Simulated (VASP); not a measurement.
# Ni (Fm-3m) in VASP: further runs

The runs below take Ni through single point, with r2SCAN.

Program: VASP 6.6.1. These are calculated values, not measurements. Logs are shortened: lines on timing, memory, paths and dates and some standing lists are left out, and cuts for length are marked.

**1. The cell of the first run**

It takes space group Fm-3m (No. 225, cubic). Conventional cell: a = 3.521 Å, b = 3.521 Å, c = 3.521 Å, α = 90.00°, β = 90.00°, γ = 90.00°. Ni (site symmetry m-3m) has 12 Ni at 2.49 Å within 3.3 Å.

**2. Single point, r2SCAN, collinear spin, ferromagnetic start**

File POSCAR:

```
Ni
1.0
    0.0000000000      1.7603666700      1.7603666700
    1.7603666700      0.0000000000      1.7603666700
    1.7603666700      1.7603666700      0.0000000000
Ni
1
Direct
    0.0000000000      0.0000000000      0.0000000000
```

File INCAR.step1:

```
ALGO = Normal ; EDIFF = 1E-4
ENCUT = 520 ; GGA = PE
ISMEAR = -1 ; ISPIN = 2
LASPH = True ; LCHARG = False
LMAXMIX = 4 ; LREAL = False
LWAVE = True ; MAGMOM = 0.53
NBANDS = 15 ; NELM = 150
NUPDOWN = 0.53 ; PREC = Accurate
SIGMA = 0.1
```

File INCAR.step2:

```
ALGO = Normal ; EDIFF = 1E-7
ENCUT = 520 ; ISIF = 2
ISMEAR = -1 ; ISPIN = 2
ISTART = 1 ; LASPH = True
LCHARG = False ; LMAXMIX = 4
LMIXTAU = True ; LORBIT = 11
LREAL = False ; LWAVE = False
MAGMOM = 0.53 ; METAGGA = R2SCAN
NBANDS = 15 ; NELM = 150
NUPDOWN = 0.53 ; PREC = Accurate
SIGMA = 0.1
```

File KPOINTS:

```
k-points
0
Gamma
  14 14 14
```

Potentials or basis: VASP PAW PBE potentials, release 64 (Ni).

Run with:

```console
> cat potpaw_PBE.64/Ni/POTCAR > POTCAR
> cp INCAR.step1 INCAR
> mpirun -np 1 vasp_std > vasp.out
> cp INCAR.step2 INCAR
> mpirun -np 1 vasp_std > vasp.out
```

OUTCAR:

```text
EDIFF = 1E-7
   ENCUT = 520
   ISIF = 2
   ISMEAR = -1
   ISPIN = 2
   ISTART = 1
   LASPH = True
   LORBIT = 11
   LREAL = False
   METAGGA = R2SCAN
   NELM = 150
   NUPDOWN = 0.53
   PREC = Accurate

 ion  position               nearest neighbor table
   1  0.000  0.000  0.000-

  LATTYP: Found a face centered cubic cell.
 ALAT       =     3.5207333400

  Lattice vectors:

 A1 = (   0.0000000000,   1.7603666700,   1.7603666700)
 A2 = (   1.7603666700,   0.0000000000,   1.7603666700)
 A3 = (   1.7603666700,   1.7603666700,   0.0000000000)

Analysis of symmetry for initial positions (statically):
=====================================================================
 Subroutine PRICEL returns:
 Original cell was already a primitive cell.

 Routine SETGRP: Setting up the symmetry group for a
 face centered cubic supercell.

 Subroutine GETGRP returns: Found 48 space group operations
 (whereof 48 operations were pure point group operations)
 out of a pool of 48 trial point group operations.

The static configuration has the point symmetry O_h .

Analysis of symmetry for dynamics (positions and initial velocities):
=====================================================================
 Subroutine PRICEL returns:
 Original cell was already a primitive cell.

 Routine SETGRP: Setting up the symmetry group for a
 face centered cubic supercell.

 Subroutine GETGRP returns: Found 48 space group operations
 (whereof 48 operations were pure point group operations)
 out of a pool of 48 trial point group operations.

The dynamic configuration has the point symmetry O_h .

Analysis of structural, dynamic, and magnetic symmetry:
=====================================================================
 Subroutine PRICEL returns:
 Original cell was already a primitive cell.

 Routine SETGRP: Setting up the symmetry group for a
 face centered cubic supercell.

 Subroutine GETGRP returns: Found 48 space group operations
 (whereof 48 operations were pure point group operations)
 out of a pool of 48 trial point group operations.

The overall configuration has the point symmetry O_h .

 Subroutine INISYM returns: Found 48 space group operations
 (whereof 48 operations are pure point group operations),
 and found     1 'primitive' translations

----------------------------------------------------------------------------------------

                                     Primitive cell

  volume of cell :      10.9104

  direct lattice vectors                    reciprocal lattice vectors
     0.000000000  1.760366670  1.760366670    -0.284031735  0.284031735  0.284031735
     1.760366670  0.000000000  1.760366670     0.284031735 -0.284031735  0.284031735
     1.760366670  1.760366670  0.000000000     0.284031735  0.284031735 -0.284031735

  length of vectors
     2.489534419  2.489534419  2.489534419     0.491957396  0.491957396  0.491957396

  position of ions in fractional coordinates (direct lattice)
     0.000000000  0.000000000  0.000000000

  ion indices of the primitive-cell ions
   primitive index   ion index
                 1           1

----------------------------------------------------------------------------------------

 KPOINTS: k-points

Automatic generation of k-mesh.
 Grid dimensions read from file:
 generate k-points for:   14   14   14

 Generating k-lattice:

  Cartesian coordinates                     Fractional coordinates (reciprocal lattice)
    -0.020287981  0.020287981  0.020287981     0.071428571  0.000000000  0.000000000
     0.020287981 -0.020287981  0.020287981     0.000000000  0.071428571  0.000000000
     0.020287981  0.020287981 -0.020287981     0.000000000  0.000000000  0.071428571

  Length of vectors
     0.035139814  0.035139814  0.035139814

  Shift w.r.t. Gamma in fractional coordinates (k-lattice)
     0.000000000  0.000000000  0.000000000

 Subroutine IBZKPT returns following result:
 ===========================================

 Found    104 irreducible k-points:

 Following reciprocal coordinates:
            Coordinates               Weight
  0.000000  0.000000  0.000000      1.000000
  0.071429  0.000000  0.000000      8.000000
  0.142857  0.000000  0.000000      8.000000
  0.214286  0.000000  0.000000      8.000000
  0.285714  0.000000  0.000000      8.000000
  0.357143  0.000000  0.000000      8.000000
[... 16 lines left out ...]
  0.214286  0.142857  0.000000     24.000000
  0.285714  0.142857  0.000000     24.000000
 [... further k-points ...]
   k-points           NKPTS =    104   k-points in BZ     NKDIM =    104   number of bands    NBANDS=     15
   number of dos      NEDOS =    301   number of ions     NIONS =      1
   total plane-waves  NPLWV =   8000
   dimension x,y,z NGX =    20 NGY =   20 NGZ =   20
   dimension x,y,z NGXF=    40 NGYF=   40 NGZF=   40
   ions per type =               1
   NGX,Y,Z   is equivalent  to a cutoff of  13.36, 13.36, 13.36 a.u.
   NGXF,Y,Z  is equivalent  to a cutoff of  26.71, 26.71, 26.71 a.u.
 SYSTEM =  unknown system
   PREC   = accura    normal or accurate (medium, high low for compatibility)
   ISTART =      1    job   : 0-new  1-cont  2-samecut
   ICHARG =      0    charge: 1-file 2-atom 10-const
   ISPIN  =      2    spin polarized calculation?
   LNONCOLLINEAR =      F non collinear calculations
   LSORBIT =      F    spin-orbit coupling
   LASPH  =      T    aspherical Exc in radial PAW
   ENCUT  =  520.0 eV  38.22 Ry    6.18 a.u.   4.63  4.63  4.63*2*pi/ulx,y,z
   NELM   =    150;   NELMIN=  2; NELMDL=  0     # of ELM steps
   EDIFF  = 0.1E-06   stopping-criterion for ELM
   LREAL  =      F    real-space projection
   EDIFFG = 0.1E-05   stopping-criterion for IOM
   NSW    =      0    number of steps for IOM
   IBRION =     -1    ionic relax: 0-MD 1-quasi-New 2-CG
   NFREE  =      0    steps in history (QN), initial steepest desc. (CG)
   ISIF   =      2    stress and relaxation
   ISYM   =      2    0-nonsym 1-usesym 2-fastsym
   POTIM  = 0.5000    time-step for ionic-motion
   TEBEG  =    0.0;   TEEND  =   0.0 temperature during run
   PSTRESS=    0.0 pullay stress
   NELECT =      10.0000    total number of electrons
   NUPDOWN=       0.5300    fix difference up-down
   EMIN   =  10.00;   EMAX   =-10.00  energy-range for DOS
   EFERMI =   0.00;   METHOD = LEGACY
   ISMEAR =    -1;   SIGMA  =   0.10  broadening in eV -4-tet -1-fermi 0-gaus
   EFERMI_NEDOS =   21; number of points for ismear=-14 and -15
   IALGO  =     38    algorithm
   IMIX   =      4    mixing-type and parameters
     AMIX     =   0.40;   BMIX     =  1.00
     AMIX_MAG =   1.60;   BMIX_MAG =  1.00
  volume/ion in A,a.u.               =      10.91        73.63
  Fermi-wavevector in a.u.,A,eV,Ry     =   1.590236  3.005111 34.407118  2.528852
  Thomas-Fermi vector in A             =   2.688962
   LORBIT       =     11    0 simple, 1 ext, 2 COOP (PROOUT), +10 PAW based schemes
   METAGGA = R2SCAN    functional components
   LHFCALC =     F    Hartree Fock is set to
   AEXX    =    0.0000 exact exchange contribution
   IVDW    =     0    specifies the selected vdW correction
   LEPSILON=     F    determine dielectric tensor
   LRPA    =     F    only Hartree local field effects (RPA)
 spin polarized calculation
  energy-cutoff  :      520.00
  volume of cell :       10.91
 maximum number of plane-waves:       306
   NGX =  9   NGY =  9   NGZ =  9

 number of electron      10.0000010 magnetization       0.5300001

 Free energy of the ion-electron system (eV)
  ---------------------------------------------------
  ext. energy  EPLUGINS =         0.00000000
  ---------------------------------------------------
  free energy    TOTEN  =       -11.93423566 eV

  energy without entropy =      -11.88426164  energy(sigma->0) =      -11.90924865

 E-fermi :   9.2456     XC(G=0): -14.3473

 val. band max:        9.2377549055   @ k =  -0.3571   0.2143   0.0714
 cond. band min:       8.8984776124   @ k =   0.5000   0.0000   0.0000
 fundamental gap:     -0.3392772931
 Fermi energy:         8.8800235179

 spin component 1

 k-point     1 :       0.0000    0.0000    0.0000
  band No.  band energies     occupation
      1      -0.0884      1.00000
      2       6.5457      1.00000
      3       6.5457      1.00000
      4       6.5457      1.00000
      5       7.8024      0.99998
      6       7.8024      0.99998
      7      33.7934      0.00000
      8      37.9489      0.00000
      9      37.9489      0.00000
     10      37.9491      0.00000
     11      40.5966      0.00000
     12      40.5966      0.00000
     13      40.5966      0.00000
     14      44.0081      0.00000
     15      50.4905      0.00000

 k-point     2 :       0.0714    0.0000    0.0000
  band No.  band energies     occupation
      1       0.1177      1.00000
      2       6.4947      1.00000
      3       6.5902      1.00000
      4       6.5902      1.00000
      5       7.7838      0.99998
      6       7.7838      0.99998
      7      32.9934      0.00000
      8      35.7652      0.00000
      9      37.4101      0.00000
     10      37.4102      0.00000
     11      41.3701      0.00000
     12      41.3701      0.00000
     13      41.9349      0.00000
     14      45.7432      0.00000
     15      48.6273      0.00000
[... 365 lines left out ...]
      3       6.9428      1.00000
      4       6.9829      1.00000
      5       7.4381      1.00000
      6       8.0019      0.99985
      7      29.0419      0.00000
      8      31.8858      0.00000
      9      32.4279      0.00000
     10      34.7435      0.00000
     11      39.2575      0.00000
     12      44.6326      0.00000
     13      46.4795      0.00000
     14      47.2536      0.00000
     15      51.8529      0.00000

 k-point    24 :       0.2857    0.1429    0.0000
  band No.  band energies     occupation
      1       2.6449      1.00000
      2       5.8838      1.00000
      3       6.8295      1.00000
      4       7.0639      1.00000
      5       7.7342      0.99999
      6       8.1207      0.99950
      7      25.2590      0.00000
      8      31.0521      0.00000
      9      31.6801      0.00000
     10      34.5198      0.00000
     11      39.8723      0.00000
     12      43.8861      0.00000
     13      45.9559      0.00000
     14      48.1112      0.00000
     15      51.8518      0.00000

 [... further k-points ...]

 spin component 2

 k-point     1 :       0.0000    0.0000    0.0000
  band No.  band energies     occupation
      1      -0.3468      1.00000
      2       7.5732      1.00000
      3       7.5732      1.00000
      4       7.5732      1.00000
      5       8.3453      0.99988
      6       8.3453      0.99988
      7      33.5236      0.00000
      8      37.9951      0.00000
      9      37.9953      0.00000
     10      37.9953      0.00000
     11      40.8004      0.00000
     12      40.8004      0.00000
     13      40.8005      0.00000
     14      44.0110      0.00000
     15      50.9405      0.00000

 k-point     2 :       0.0714    0.0000    0.0000
  band No.  band energies     occupation
      1      -0.1391      1.00000
      2       7.5105      1.00000
      3       7.6194      1.00000
      4       7.6195      1.00000
      5       8.3266      0.99990
      6       8.3266      0.99990
      7      32.8277      0.00000
      8      35.7708      0.00000
      9      37.4936      0.00000
     10      37.4936      0.00000
     11      41.5325      0.00000
     12      41.5325      0.00000
     13      42.0364      0.00000
     14      45.8096      0.00000
     15      48.9883      0.00000
[... 365 lines left out ...]
      3       7.7588      1.00000
      4       7.9969      1.00000
      5       8.1730      0.99998
      6       8.5911      0.99857
      7      29.1056      0.00000
      8      32.0156      0.00000
      9      32.3786      0.00000
     10      34.7555      0.00000
     11      39.5882      0.00000
     12      44.7384      0.00000
     13      46.5816      0.00000
     14      47.3689      0.00000
     15      52.1745      0.00000

 k-point    24 :       0.2857    0.1429    0.0000
  band No.  band energies     occupation
      1       2.4474      1.00000
      2       6.7749      1.00000
      3       7.5159      1.00000
      4       7.9684      1.00000
      5       8.5770      0.99875
      6       8.8335      0.98403
      7      25.3725      0.00000
      8      31.1791      0.00000
      9      31.6263      0.00000
     10      34.6168      0.00000
     11      40.1038      0.00000
     12      43.9726      0.00000
     13      46.0925      0.00000
     14      48.3141      0.00000
     15      52.9633      0.00000

 [... further k-points ...]
[... 5 lines left out ...]
  --------------------------------------------------------------------------------------
  -------------------------------------------------------------------------------------
  Total       -0.5447344     -0.5447344     -0.5447344      0.0000000      0.0000000      0.0000000
  in kB      -79.9937422    -79.9937422    -79.9937422      0.0000000      0.0000000      0.0000000
  external PRESSURE =     -79.9937422 kB  Pullay stress =       0.0000000 kB

 VOLUME and BASIS-vectors are now :
 -----------------------------------------------------------------------------
  energy-cutoff  :      520.00
  volume of cell :       10.91
      direct lattice vectors                 reciprocal lattice vectors
     0.000000000  1.760366670  1.760366670    -0.284031735  0.284031735  0.284031735
     1.760366670  0.000000000  1.760366670     0.284031735 -0.284031735  0.284031735
     1.760366670  1.760366670  0.000000000     0.284031735  0.284031735 -0.284031735

 POSITION                                       TOTAL-FORCE (eV/Angst)
 -----------------------------------------------------------------------------------
      0.00000      0.00000      0.00000         0.000000      0.000000      0.000000
 -----------------------------------------------------------------------------------
    total drift:                                0.000000      0.000000      0.000000

  FREE ENERGIE OF THE ION-ELECTRON SYSTEM (eV)
  ---------------------------------------------------
  free  energy   TOTEN  =       -11.9342356615 eV

  energy  without entropy=      -11.8842616371  energy(sigma->0) =      -11.90924865

 total charge

# of ion       s       p       d       tot
------------------------------------------
    1        0.507   0.507   8.331   9.345

 magnetization (x)

# of ion       s       p       d       tot
------------------------------------------
    1       -0.014  -0.045   0.613   0.555
```

Run time: 74 s. Hardware: 1 thread of Intel Xeon 6975P-C (Granite Rapids), shared host; peak memory 0.15 GiB.

Results:

```
Free energy                                           : -11.9342 eV
Pressure                                              : -8.0 GPa
Net moment                                            : 0.53 μB per cell
Site moments                                          : Ni +0.56 μB
Valence electrons inside the program's atomic spheres : Ni 9.35
```

Caveat: the cell stands under tension; the PAW data sets were made with another functional, which shifts forces and pressure a little; the total moment is fixed, so each spin has its own Fermi level and the state may be an excited one.

**3. Single point, r2SCAN, collinear spin, ferromagnetic start**

POSCAR is that of step 2.

File INCAR.step1:

```
  PREC = Accurate
  ENCUT = 520
  ISMEAR = -1
  SIGMA = 0.1
  LREAL = F
  LASPH = T
  NELM = 150
  ISPIN = 2
  MAGMOM = 1.06
  NUPDOWN = 1.06
  LMAXMIX = 4
  NBANDS = 15
  GGA = PE
  ALGO = Normal
  EDIFF = 1E-4
  LWAVE = T
  LCHARG = F
```

File INCAR.step2:

```
  PREC = Accurate
  ENCUT = 520
  EDIFF = 1E-6
  ISMEAR = -1
  SIGMA = 0.1
  LREAL = F
  LASPH = T
  NELM = 150
  ALGO = Normal
  ISIF = 2
  LWAVE = F
  LCHARG = T
  ISPIN = 2
  MAGMOM = 1.06
  LORBIT = 11
  NUPDOWN = 1.06
  LMAXMIX = 4
  METAGGA = R2SCAN
  LMIXTAU = T
  LELF = T
  LVHAR = T
  NBANDS = 15
  ISTART = 1
```

File KPOINTS:

```
Automatic mesh
0
Gamma
  14 14 14
```

Potentials or basis: VASP PAW PBE potentials, release 64 (Ni).

Run with:

```console
> cat potpaw_PBE.64/Ni/POTCAR > POTCAR
> cp INCAR.step1 INCAR
> mpirun -np 1 vasp_std > vasp.out
> cp INCAR.step2 INCAR
> mpirun -np 1 vasp_std > vasp.out
```

Wall time 66 s (1 thread of Intel Xeon 6975P-C (Granite Rapids), shared host); peak memory 0.15 GiB.

The run converged. Its results:

| Property | Result |
| --- | --- |
| Free energy | -11.8697 eV |
| Pressure | -2.9 GPa |
| Net moment | 1.06 μB per cell |
| Site moments | Ni +1.07 μB |
| Valence electrons inside the program's atomic spheres | Ni 9.33 |

Caveat: the PAW data sets were made with another functional, which shifts forces and pressure a little; the total moment is fixed, so each spin has its own Fermi level and the state may be an excited one.
